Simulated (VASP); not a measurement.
# Hg (P6_3/mmc) in VASP: a series of runs

Runs on Hg. Level: RPBE. Tasks: relaxation of cell and atoms, single point.

Program: VASP 6.6.1. These are calculated values, not measurements. Logs are shortened: lines on timing, memory, paths and dates and some standing lists are left out, and cuts for length are marked.

## Step 1: The cell of the first run

The structure is hexagonal, space group P6_3/mmc (No. 194). The conventional cell has a = 3.195 Å, b = 3.195 Å, c = 5.218 Å, α = 90.00°, β = 90.00°, γ = 120.00°. Hg (site symmetry -6m2) has 12 Hg at 3.20 Å within 4.2 Å.

## Step 2: Relaxation of cell and atoms, RPBE

File INCAR:

```
SYSTEM = Hg
ALGO     = Normal         ! electronic algorithm
EDIFF    = 1E-6           ! SCF threshold, eV
EDIFFG   = -0.01          ! ionic threshold
ENCUT    = 600            ! plane-wave cutoff, eV
GGA      = RP             ! functional
IBRION   = 2              ! ionic algorithm
ISIF     = 3              ! what is computed and relaxed
ISMEAR   = -1             ! smearing method
LASPH    = .True.         ! aspherical terms in the spheres
LCHARG   = .False.        ! write CHGCAR
LREAL    = .False.        ! projectors in reciprocal space
LWAVE    = .False.        ! write WAVECAR
NELM     = 80             ! most SCF steps
NSW      = 80             ! ionic steps
PREC     = Accurate       ! precision mode
SIGMA    = 0.1            ! smearing width, eV
```

File KPOINTS:

```
k-points
0
Gamma
  11 11 6
  0 0 0
```

File POSCAR:

```
Hg
1.0
    3.1954827370      0.0000000000      0.0000000000
   -1.5977413685      2.7673692276      0.0000000000
    0.0000000000      0.0000000000      5.2182233095
Hg
2
Direct
    0.3333333333      0.6666666667      0.2500000000
    0.6666666667      0.3333333333      0.7500000000
```

Potentials or basis: VASP PAW PBE potentials, release 64 (Hg).

The run is started by

```bash
cat potpaw_PBE.64/Hg/POTCAR > POTCAR
mpirun -np 1 vasp_std > vasp.out
```

OUTCAR:

```text
SYSTEM = Hg
   EDIFF = 1E-6
   EDIFFG = -0.01
   ENCUT = 600
   GGA = RP
   IBRION = 2
   ISIF = 3
   ISMEAR = -1
   LASPH = .True.
   LREAL = .False.
   NELM = 80
   NSW = 80
   PREC = Accurate

 ion  position               nearest neighbor table
   1  0.333  0.667  0.250-   2 3.20   2 3.20   2 3.20   2 3.20   2 3.20   2 3.20
   2  0.667  0.333  0.750-   1 3.20   1 3.20   1 3.20   1 3.20   1 3.20   1 3.20

  LATTYP: Found a hexagonal cell.
 ALAT       =     3.1954827370
 C/A-ratio  =     1.6330000000

  Lattice vectors:

 A1 = (   3.1954827370,   0.0000000000,   0.0000000000)
 A2 = (  -1.5977413685,   2.7673692276,   0.0000000000)
 A3 = (   0.0000000000,   0.0000000000,   5.2182233095)

Analysis of symmetry for initial positions (statically):
=====================================================================
 Subroutine PRICEL returns:
 Original cell was already a primitive cell.

 Routine SETGRP: Setting up the symmetry group for a
 hexagonal supercell.

 Subroutine GETGRP returns: Found 24 space group operations
 (whereof 12 operations were pure point group operations)
 out of a pool of 24 trial point group operations.

The static configuration has the point symmetry D_3d.
 The point group associated with its full space group is D_6h.

Analysis of symmetry for dynamics (positions and initial velocities):
=====================================================================
 Subroutine PRICEL returns:
 Original cell was already a primitive cell.

 Routine SETGRP: Setting up the symmetry group for a
 hexagonal supercell.

 Subroutine GETGRP returns: Found 24 space group operations
 (whereof 12 operations were pure point group operations)
 out of a pool of 24 trial point group operations.

The dynamic configuration has the point symmetry D_3d.
 The point group associated with its full space group is D_6h.

 Subroutine INISYM returns: Found 24 space group operations
 (whereof 12 operations are pure point group operations),
 and found     1 'primitive' translations

----------------------------------------------------------------------------------------

                                     Primitive cell

  volume of cell :      46.1452

  direct lattice vectors                    reciprocal lattice vectors
     3.195482737  0.000000000  0.000000000     0.312941763  0.180677011  0.000000000
    -1.597741368  2.767369228  0.000000000     0.000000000  0.361354022  0.000000000
     0.000000000  0.000000000  5.218223309     0.000000000  0.000000000  0.191636107

  length of vectors
     3.195482737  3.195482737  5.218223309     0.361354022  0.361354022  0.191636107

  position of ions in fractional coordinates (direct lattice)
     0.333333333  0.666666667  0.250000000
[... 67 lines left out ...]
   NGXF,Y,Z  is equivalent  to a cutoff of  29.13, 29.13, 26.76 a.u.
 SYSTEM =  Hg
   PREC   = accura    normal or accurate (medium, high low for compatibility)
   ISTART =      0    job   : 0-new  1-cont  2-samecut
   ICHARG =      2    charge: 1-file 2-atom 10-const
   ISPIN  =      1    spin polarized calculation?
   LNONCOLLINEAR =      F non collinear calculations
   LSORBIT =      F    spin-orbit coupling
   LASPH  =      T    aspherical Exc in radial PAW
   ENCUT  =  600.0 eV  44.10 Ry    6.64 a.u.   6.38  6.38 10.42*2*pi/ulx,y,z
   NELM   =     80;   NELMIN=  2; NELMDL= -5     # of ELM steps
   EDIFF  = 0.1E-05   stopping-criterion for ELM
   LREAL  =      F    real-space projection
   EDIFFG = -.1E-01   stopping-criterion for IOM
   NSW    =     80    number of steps for IOM
   IBRION =      2    ionic relax: 0-MD 1-quasi-New 2-CG
   NFREE  =      1    steps in history (QN), initial steepest desc. (CG)
   ISIF   =      3    stress and relaxation
   ISYM   =      2    0-nonsym 1-usesym 2-fastsym
   POTIM  = 0.5000    time-step for ionic-motion
   TEBEG  =    0.0;   TEEND  =   0.0 temperature during run
   PSTRESS=    0.0 pullay stress
   NELECT =      24.0000    total number of electrons
   NUPDOWN=      -1.0000    fix difference up-down
   EMIN   =  10.00;   EMAX   =-10.00  energy-range for DOS
   EFERMI =   0.00;   METHOD = LEGACY
   ISMEAR =    -1;   SIGMA  =   0.10  broadening in eV -4-tet -1-fermi 0-gaus
   EFERMI_NEDOS =   21; number of points for ismear=-14 and -15
   IALGO  =     38    algorithm
   IMIX   =      4    mixing-type and parameters
     AMIX     =   0.40;   BMIX     =  1.00
     AMIX_MAG =   1.60;   BMIX_MAG =  1.00
  volume/ion in A,a.u.               =      23.07       155.70
  Fermi-wavevector in a.u.,A,eV,Ry     =   1.316547  2.487914 23.582938  1.733297
  Thomas-Fermi vector in A             =   2.446652
   LORBIT       =      0    0 simple, 1 ext, 2 COOP (PROOUT), +10 PAW based schemes
   GGA     = RP    functional components
   LHFCALC =     F    Hartree Fock is set to
   AEXX    =    0.0000 exact exchange contribution
   IVDW    =     0    specifies the selected vdW correction
   LEPSILON=     F    determine dielectric tensor
   LRPA    =     F    only Hartree local field effects (RPA)
 conjugate gradient relaxation of ions
 non-spin polarized calculation
  energy-cutoff  :      600.00
  volume of cell :       46.15
 maximum number of plane-waves:      1556
 NGX is ok and might be reduce to    28
   NGX = 13   NGY = 13   NGZ = 21

--------------------------------------- Ionic step        1  -------------------------------------------

 number of electron      24.0000000 magnetization

 Free energy of the ion-electron system (eV)
  ---------------------------------------------------
  ext. energy  EPLUGINS =         0.00000000
  ---------------------------------------------------
  free energy    TOTEN  =         0.77517830 eV

  energy without entropy =        0.79797387  energy(sigma->0) =        0.78657608

 E-fermi :   2.9345     XC(G=0): -10.8658

 val. band max:        2.9323514442   @ k =   0.2727   0.2727   0.0000
 cond. band min:       2.9804509287   @ k =   0.3636   0.0000   0.0000
 fundamental gap:      0.0480994845
 Fermi energy:         2.9344847718
[... 1022 lines left out ...]
  FREE ENERGIE OF THE ION-ELECTRON SYSTEM (eV)
  ---------------------------------------------------
  free  energy   TOTEN  =         0.2879657253 eV

  energy  without entropy=        0.2897500338  energy(sigma->0) =        0.28885788

[... ionic steps 4 to 12 ...]

--------------------------------------- Ionic step       13  -------------------------------------------

 number of electron      24.0000001 magnetization

------------------------ aborting loop because EDIFF is reached ----------------------------------------
[... 67 lines left out ...]
--------------------------------------- Ionic step       15  -------------------------------------------

 number of electron      24.0000000 magnetization

 Free energy of the ion-electron system (eV)
  ---------------------------------------------------
  ext. energy  EPLUGINS =         0.00000000
  ---------------------------------------------------
  free energy    TOTEN  =         0.06093735 eV

  energy without entropy =        0.06093735  energy(sigma->0) =        0.06093735

 E-fermi :  -2.4268     XC(G=0):  -4.8704

 val. band max:       -4.5596427987   @ k =   0.2727   0.2727   0.0000
 cond. band min:      -0.5739132433   @ k =   0.0000   0.0000   0.0000
 fundamental gap:      3.9857295554
 Fermi energy:        -2.4268372132
[... 485 lines left out ...]
  FREE ENERGIE OF THE ION-ELECTRON SYSTEM (eV)
  ---------------------------------------------------
  free  energy   TOTEN  =         0.0609373525 eV

  energy  without entropy=        0.0609373547  energy(sigma->0) =        0.06093735

 reached required accuracy - stopping structural energy minimisation
```

CONTCAR:

```text
Hg
   1.00000000000000
     4.9677780091817594    0.0000000000000000    0.0000000000000000
    -2.4838890045908797    4.3022219563221142   -0.0000000000000000
    -0.0000000000000000   -0.0000000000000001    8.1437387945201998
  Hg
     2
Direct
     0.3333333332999970    0.6666666667000030    0.2500000000000000
     0.6666666667000030    0.3333333332999970    0.7500000000000000

  0.00000000E+00  0.00000000E+00  0.00000000E+00
  0.00000000E+00  0.00000000E+00  0.00000000E+00
```

It took 6.1 min on 1 thread of Intel Xeon Platinum 8488C (Sapphire Rapids), shared host; peak memory 0.22 GiB.

What came out:

- Free energy: 0.0609 eV
- Relaxed volume: 87.03 Å³/atom
- Relaxed cell: a = 4.968 Å, b = 4.968 Å, c = 8.144 Å, α = 90.00°, β = 90.00°, γ = 120.00°
- Space group after relaxing (to 0.05 Å): P6_3/mmc (No. 194)
- Energy gained by relaxing: 357.1 meV/atom
- Ionic steps: 15
- Pressure after relaxing: 0.0 GPa
- Band gap on the k mesh: 3.99 eV, indirect (least direct gap 4.25 eV)

The path:
```tsv
step	energy change (eV)	largest force (eV/Å)	pressure (GPa)	volume (Å³)
1	0.0000	0.0000	9.32	46.15
2	-0.3420	0.0000	3.57	55.70
3	-0.4872	0.0000	1.82	64.88
4	-0.6325	0.0000	0.66	86.15
5	-0.6911	0.0000	0.09	141.66
6	-0.7062	0.0000	0.14	160.45
7	-0.6262	0.0000	-1.19	202.88
8	-0.7089	0.0000	0.13	163.77
9	-0.7081	0.0000	-0.22	182.63
10	-0.7128	0.0000	0.06	170.06
11	-0.7135	0.0000	-0.03	175.30
12	-0.7139	0.0000	0.00	174.38
13	-0.7141	0.0000	0.02	173.52
14	-0.7141	0.0000	0.02	173.33
15	-0.7142	0.0000	0.01	174.05
```

Final structure:
```
Hg
1.0
     4.96778    0.00000    0.00000
    -2.48389    4.30222    0.00000
     0.00000    0.00000    8.14374
Hg
2
Cartesian
  0.0000 2.8681 2.0359
  2.4839 1.4341 6.1078
```

Levels at points of the mesh, in eV from the valence-band top:
```tsv
k point	band 10	band 11	band 12	band 13	band 14	band 15
(0.00, 0.00, 0.00)	-3.37	-1.15	-0.30	3.99	7.61	7.61
(0.00, 0.00, 0.50)	-3.38	-0.79	-0.79	5.49	5.49	7.87
```

Caveat: the volume moved by over 15 % at a fixed basis, so the end points are rough; the PAW data sets were made with another functional, which shifts forces and pressure a little; spin-orbit coupling is left out, which moves the levels of the heavy elements. A k mesh can miss the band edges.

(Part 1 of 2 ends here.)
